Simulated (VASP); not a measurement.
# TlAgTe2 (I-4m2) in VASP: notebook, part 2 of 2

VASP 6.6.1. Earlier steps stand in the parts before.

## 3. Single point, LDA (zz strain of -2 %)

The input, INCAR:

```
ALGO = Normal
EDIFF = 1E-6
ENCUT = 520
ISIF = 2
ISMEAR = -1
LASPH = True
LCHARG = False
LREAL = False
LWAVE = False
NBANDS = 26
NELM = 80
PREC = Accurate
SIGMA = 0.05
```

The input, KPOINTS:

```
k-points
0
Gamma
  13 13 13
```

The input, POSCAR:

```
TlAgTe2
1.0
   -1.9600000000      1.9600000000      7.4578000000
    1.9600000000     -1.9600000000      7.4578000000
    1.9600000000      1.9600000000     -7.4578000000
Tl Ag Te
1 1 2
Direct
    0.0000000000      0.0000000000      0.0000000000
    0.7500000000      0.2500000000      0.5000000000
    0.3690000000      0.3690000000      0.0000000000
    0.6310000000      0.6310000000      0.0000000000
```

Potentials or basis: VASP PAW LDA potentials, release 64 (Tl_d, Ag, Te).

Run with:

```
> cat potpaw_LDA.64/Tl_d/POTCAR potpaw_LDA.64/Ag/POTCAR potpaw_LDA.64/Te/POTCAR > POTCAR
> mpirun -np 1 vasp_std > vasp.out
```

OUTCAR:

```text
EDIFF = 1E-6
   ENCUT = 520
   ISIF = 2
   ISMEAR = -1
   LASPH = True
   LREAL = False
   NELM = 80
   PREC = Accurate

 ion  position               nearest neighbor table
   1  0.000  0.000  0.000-   4 3.39   4 3.39   4 3.39   3 3.39   4 3.39   3 3.39   3 3.39   3 3.39

   2  0.750  0.250  0.500-   3 2.64   4 2.64   3 2.64   4 2.64
   3  0.369  0.369  0.000-   2 2.64   2 2.64   1 3.39   1 3.39   1 3.39   1 3.39
   4  0.631  0.631  0.000-   2 2.64   2 2.64   1 3.39   1 3.39   1 3.39   1 3.39

  LATTYP: Found a body centered tetragonal cell.
 ALAT       =     3.9200000000
 C/A-ratio  =     3.8050000000

  Lattice vectors:

 A1 = (  -1.9600000000,   1.9600000000,   7.4578000000)
 A2 = (   1.9600000000,  -1.9600000000,   7.4578000000)
 A3 = (   1.9600000000,   1.9600000000,  -7.4578000000)

Analysis of symmetry for initial positions (statically):
=====================================================================
 Subroutine PRICEL returns:
 Original cell was already a primitive cell.

 Routine SETGRP: Setting up the symmetry group for a
 body centered tetragonal supercell.

 Subroutine GETGRP returns: Found  8 space group operations
 (whereof  8 operations were pure point group operations)
 out of a pool of 16 trial point group operations.

The static configuration has the point symmetry D_2d.

Analysis of symmetry for dynamics (positions and initial velocities):
=====================================================================
 Subroutine PRICEL returns:
 Original cell was already a primitive cell.

 Routine SETGRP: Setting up the symmetry group for a
 body centered tetragonal supercell.

 Subroutine GETGRP returns: Found  8 space group operations
 (whereof  8 operations were pure point group operations)
 out of a pool of 16 trial point group operations.

The dynamic configuration has the point symmetry D_2d.

 Subroutine INISYM returns: Found  8 space group operations
 (whereof  8 operations are pure point group operations),
 and found     1 'primitive' translations

----------------------------------------------------------------------------------------

                                     Primitive cell

  volume of cell :     114.5995

  direct lattice vectors                    reciprocal lattice vectors
    -1.960000000  1.960000000  7.457800000     0.000000000  0.255102041  0.067043900
     1.960000000 -1.960000000  7.457800000     0.255102041  0.000000000  0.067043900
     1.960000000  1.960000000 -7.457800000     0.255102041  0.255102041  0.000000000

  length of vectors
     7.956254197  7.956254197  7.956254197     0.263764925  0.263764925  0.360768766

  position of ions in fractional coordinates (direct lattice)
     0.000000000  0.000000000  0.000000000
     0.750000000  0.250000000  0.500000000
     0.369000000  0.369000000  0.000000000
     0.631000000  0.631000000  0.000000000

  ion indices of the primitive-cell ions
   primitive index   ion index
                 1           1
                 2           2
                 3           3
                 4           4

----------------------------------------------------------------------------------------

 KPOINTS: k-points

Automatic generation of k-mesh.
 Grid dimensions read from file:
 generate k-points for:   13   13   13

 Generating k-lattice:

  Cartesian coordinates                     Fractional coordinates (reciprocal lattice)
     0.000000000  0.019623234  0.005157223     0.076923077  0.000000000 -0.000000000
     0.019623234  0.000000000  0.005157223     0.000000000  0.076923077 -0.000000000
     0.019623234  0.019623234  0.000000000     0.000000000  0.000000000  0.076923077

  Length of vectors
     0.020289610  0.020289610  0.027751444

  Shift w.r.t. Gamma in fractional coordinates (k-lattice)
     0.000000000  0.000000000  0.000000000

 Subroutine IBZKPT returns following result:
 ===========================================

 Found    196 irreducible k-points:

 Following reciprocal coordinates:
            Coordinates               Weight
  0.000000  0.000000  0.000000      1.000000
  0.076923  0.000000  0.000000      8.000000
  0.153846  0.000000 -0.000000      8.000000
  0.230769  0.000000 -0.000000      8.000000
  0.307692  0.000000 -0.000000      8.000000
  0.384615  0.000000 -0.000000      8.000000
[... 16 lines left out ...]
  0.384615  0.153846  0.000000     16.000000
  0.461538  0.153846 -0.000000     16.000000
 [... further k-points ...]
   k-points           NKPTS =    196   k-points in BZ     NKDIM =    196   number of bands    NBANDS=     26
   number of dos      NEDOS =    301   number of ions     NIONS =      4
   total plane-waves  NPLWV = 216000
   dimension x,y,z NGX =    60 NGY =   60 NGZ =   60
   dimension x,y,z NGXF=   120 NGYF=  120 NGZF=  120
   ions per type =               1   1   2
   NGX,Y,Z   is equivalent  to a cutoff of  12.54, 12.54, 12.54 a.u.
   NGXF,Y,Z  is equivalent  to a cutoff of  25.07, 25.07, 25.07 a.u.
 SYSTEM =  unknown system
   PREC   = accura    normal or accurate (medium, high low for compatibility)
   ISTART =      0    job   : 0-new  1-cont  2-samecut
   ICHARG =      2    charge: 1-file 2-atom 10-const
   ISPIN  =      1    spin polarized calculation?
   LNONCOLLINEAR =      F non collinear calculations
   LSORBIT =      F    spin-orbit coupling
   LASPH  =      T    aspherical Exc in radial PAW
   ENCUT  =  520.0 eV  38.22 Ry    6.18 a.u.  14.79 14.79 14.79*2*pi/ulx,y,z
   NELM   =     80;   NELMIN=  2; NELMDL= -5     # of ELM steps
   EDIFF  = 0.1E-05   stopping-criterion for ELM
   LREAL  =      F    real-space projection
   EDIFFG = 0.1E-04   stopping-criterion for IOM
   NSW    =      0    number of steps for IOM
   IBRION =     -1    ionic relax: 0-MD 1-quasi-New 2-CG
   NFREE  =      0    steps in history (QN), initial steepest desc. (CG)
   ISIF   =      2    stress and relaxation
   ISYM   =      2    0-nonsym 1-usesym 2-fastsym
   POTIM  = 0.5000    time-step for ionic-motion
   TEBEG  =    0.0;   TEEND  =   0.0 temperature during run
   PSTRESS=    0.0 pullay stress
   NELECT =      36.0000    total number of electrons
   NUPDOWN=      -1.0000    fix difference up-down
   EMIN   =  10.00;   EMAX   =-10.00  energy-range for DOS
   EFERMI =   0.00;   METHOD = LEGACY
   ISMEAR =    -1;   SIGMA  =   0.05  broadening in eV -4-tet -1-fermi 0-gaus
   EFERMI_NEDOS =   21; number of points for ismear=-14 and -15
   IALGO  =     38    algorithm
   IMIX   =      4    mixing-type and parameters
     AMIX     =   0.40;   BMIX     =  1.00
     AMIX_MAG =   1.60;   BMIX_MAG =  1.00
  volume/ion in A,a.u.               =      28.65       193.34
  Fermi-wavevector in a.u.,A,eV,Ry     =   1.112879  2.103037 16.850818  1.238500
  Thomas-Fermi vector in A             =   2.249458
   LORBIT       =      0    0 simple, 1 ext, 2 COOP (PROOUT), +10 PAW based schemes
   GGA     = CA    functional components
   LHFCALC =     F    Hartree Fock is set to
   AEXX    =    0.0000 exact exchange contribution
   IVDW    =     0    specifies the selected vdW correction
   LEPSILON=     F    determine dielectric tensor
   LRPA    =     F    only Hartree local field effects (RPA)
 non-spin polarized calculation
  energy-cutoff  :      520.00
  volume of cell :      114.60
 maximum number of plane-waves:      3118
   NGX = 29   NGY = 29   NGZ = 29

 number of electron      36.0000002 magnetization

 Free energy of the ion-electron system (eV)
  ---------------------------------------------------
  ext. energy  EPLUGINS =         0.00000000
  ---------------------------------------------------
  free energy    TOTEN  =       -14.07129671 eV

  energy without entropy =      -14.04429067  energy(sigma->0) =      -14.05779369

 E-fermi :   5.6605     XC(G=0): -10.0462

 val. band max:        5.6602696205   @ k =  -0.2308   0.4615   0.0769
 cond. band min:       5.6606744210   @ k =   0.4615   0.1538  -0.0000
 fundamental gap:      0.0004048006
 Fermi energy:         5.6604727095

 k-point     1 :       0.0000    0.0000    0.0000
  band No.  band energies     occupation
      1      -6.2871      2.00000
      2      -5.3790      2.00000
      3      -5.3180      2.00000
      4      -5.2274      2.00000
      5      -5.1653      2.00000
      6      -5.1653      2.00000
[... 685 lines left out ...]
     25      12.7378      0.00000
     26      13.4729      0.00000

 [... further k-points ...]

------------------------ aborting loop because EDIFF is reached ----------------------------------------

  FORCE on cell =-STRESS in cart. coord.  units (eV):
  Direction    XX          YY          ZZ          XY          YZ          ZX
  --------------------------------------------------------------------------------------
  -------------------------------------------------------------------------------------
  Total       -0.8000285     -0.8000285      1.1585365      0.0000000      0.0000000     -0.0000000
  in kB      -11.1849280    -11.1849280     16.1971062      0.0000000      0.0000000     -0.0000000
  external PRESSURE =      -2.0575833 kB  Pullay stress =       0.0000000 kB

 VOLUME and BASIS-vectors are now :
 -----------------------------------------------------------------------------
  energy-cutoff  :      520.00
  volume of cell :      114.60
      direct lattice vectors                 reciprocal lattice vectors
    -1.960000000  1.960000000  7.457800000     0.000000000  0.255102041  0.067043900
     1.960000000 -1.960000000  7.457800000     0.255102041  0.000000000  0.067043900
     1.960000000  1.960000000 -7.457800000     0.255102041  0.255102041  0.000000000

 POSITION                                       TOTAL-FORCE (eV/Angst)
 -----------------------------------------------------------------------------------
      0.00000      0.00000      0.00000        -0.000000      0.000000      0.000000
      0.00000      1.96000      3.72890        -0.000000      0.000000      0.000000
      0.00000      0.00000      5.50386         0.000000     -0.000000      0.270893
      0.00000      0.00000      9.41174         0.000000     -0.000000     -0.270893
 -----------------------------------------------------------------------------------
    total drift:                                0.000000     -0.000000      0.000000

  FREE ENERGIE OF THE ION-ELECTRON SYSTEM (eV)
  ---------------------------------------------------
  free  energy   TOTEN  =       -14.0712967139 eV

  energy  without entropy=      -14.0442906684  energy(sigma->0) =      -14.05779369
```

OSZICAR:

```text
N       E                     dE             d eps       ncg     rms          rms(c)
DAV:   1     0.184435393439E+03    0.18444E+03   -0.16378E+04 10200   0.121E+03
DAV:   2    -0.731824890459E+01   -0.19175E+03   -0.18619E+03 11626   0.253E+02
DAV:   3    -0.145803418990E+02   -0.72621E+01   -0.71795E+01 12104   0.457E+01
DAV:   4    -0.146730410112E+02   -0.92699E-01   -0.92631E-01 12870   0.546E+00
DAV:   5    -0.146740374055E+02   -0.99639E-03   -0.99638E-03 11802   0.579E-01    0.973E+00
DAV:   6    -0.141517282905E+02    0.52231E+00   -0.34153E+00 10740   0.191E+01    0.820E+00
DAV:   7    -0.140867248720E+02    0.65003E-01   -0.43720E-01 10614   0.612E+00    0.399E+00
DAV:   8    -0.140754377757E+02    0.11287E-01   -0.66908E-02 11108   0.206E+00    0.903E-01
DAV:   9    -0.140713196571E+02    0.41181E-02   -0.18543E-02 10740   0.135E+00    0.312E-01
DAV:  10    -0.140713311684E+02   -0.11511E-04   -0.11968E-03 11412   0.253E-01    0.133E-01
DAV:  11    -0.140712969106E+02    0.34258E-04   -0.14543E-04 11524   0.107E-01    0.377E-02
DAV:  12    -0.140712967927E+02    0.11791E-06   -0.25265E-05 11328   0.289E-02    0.973E-03
DAV:  13    -0.140712967139E+02    0.78801E-07   -0.11823E-06  5980   0.550E-03
   1 F= -.14071297E+02 E0= -.14057794E+02  d E =-.270060E-01
```

stdout:

```text
POSCAR found type information on POSCAR TlAgTe
 POSCAR found :  3 types and       4 ions
 scaLAPACK will be used
 LDA part: xc-table for (Slater(with rela. corr.)+CA(PZ))
 , standard interpolation
 POSCAR, INCAR and KPOINTS ok, starting setup
 FFT: planning ... GRIDC
 FFT: planning ... GRID_SOFT
 FFT: planning ... GRID
 WAVECAR not read
 entering main loop
```

Wall time 25 min (1 thread of Intel Xeon Platinum 8488C (Sapphire Rapids), shared host); peak memory 0.84 GiB.

Results:

* Free energy: -14.0713 eV
* Pressure: -0.2 GPa
* Largest force: 0.271 eV/Å
* Band gap on the k mesh: zero (bands 18 and 19 overlap by 1.75 eV)

Forces on the atoms (eV/Å):
```
Tl   0.000  0.000  0.000
Ag   0.000  0.000  0.000
Te   0.000  0.000  0.271
Te   0.000  0.000 -0.271
```

Stress tensor (GPa, compression positive):
```
-1.12  0.00  0.00
 0.00 -1.12  0.00
 0.00  0.00  1.62
```

Caveat: the cell differs from its parent crystal (zz strain of -2 %); spin-orbit coupling is left out, which moves the levels of the heavy elements.
